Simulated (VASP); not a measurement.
GaP, 2 atoms in the cell. The structure is cubic, space group F-43m (No. 216). The conventional cell has a = 5.451 Å, b = 5.451 Å, c = 5.451 Å, α = 90.00°, β = 90.00°, γ = 90.00°. Ga (site symmetry -43m) has 4 P at 2.36 Å within 3.1 Å. Within 3.1 Å of P (site symmetry -43m) lie 4 Ga at 2.36 Å. 

* Program: VASP 6.6.1
* Task: relaxation of cell and atoms
* Functional: PBE
* Dispersion: D3(BJ)
* Potentials or basis: VASP PAW PBE potentials, release 64 (Ga_d, P)
* Cutoff: 600 eV
* k mesh: 8 × 8 × 8
* Occupations: gaussian, width 0.02 eV
* Spin: no spin polarisation
* Dipole correction: no
* Further INCAR settings: ALGO = Normal; EDIFF = 1e-07; IBRION = 2; EDIFFG = -0.005; NSW = 100; ISIF = 3

Potentials or basis: VASP PAW PBE potentials, release 64 (Ga_d, P).

Command:

```console
$ cat potpaw_PBE.64/Ga_d/POTCAR potpaw_PBE.64/P/POTCAR > POTCAR
$ mpirun -np 1 vasp_std > vasp.out
```

Hardware: 1 thread of Intel(R) Xeon(R) Platinum 8375C CPU @ 2.90GHz (Ice Lake) (shared host).

Task: How long does it take, and how much memory?

Result: Wall time 34 s on 1 thread of Intel(R) Xeon(R) Platinum 8375C CPU @ 2.90GHz (Ice Lake), with other jobs on the host, peak memory 0.2 GiB. Counts: scf iterations 26, k points 29, ion steps 3.
